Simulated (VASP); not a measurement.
Input of a VASP 6.6.1 run:

File INCAR:

```
SYSTEM = Mg
PREC = Accurate ; ENCUT = 520
EDIFF = 1E-6 ; ISMEAR = 0
SIGMA = 0.1 ; LREAL = .FALSE.
LASPH = .TRUE. ; NELM = 80
ALGO = Normal ; ISIF = 2
LWAVE = .FALSE. ; LCHARG = .TRUE.
GGA = PE ; LELF = .TRUE.
LVHAR = .TRUE. ; NBANDS = 10
```

Contents of KPOINTS:

```
Automatic mesh
0
G
  12 12 10
  0 0 0
```

Contents of POSCAR:

```
Mg
1.0
    5.6574447761     -0.0000000036      0.0000000000
   -2.8287223849      4.8994908984      0.0000000000
    0.0000000000      0.0000000000      3.0820676219
Mg
3
Direct
    0.0000000000      0.5000000000      0.3333333333
    0.5000000000      0.5000000000      0.6666666667
    0.5000000000      0.0000000000      0.0000000000
```

Potentials or basis: VASP PAW PBE potentials, release 64 (Mg).

Command:

```console
$ cat potpaw_PBE.64/Mg/POTCAR > POTCAR
$ mpirun -np 1 vasp_std > vasp.out
```

Problem. What does it give for the pressure?

Solution. -0.1 GPa.

Problem. Predict the band gap on the k mesh.

Solution. Zero (bands 3 and 4 overlap by 3.15 eV).

Stress tensor (GPa, compression positive):
```
-0.03  0.00  0.00
 0.00 -0.03  0.00
 0.00  0.00 -0.11
```
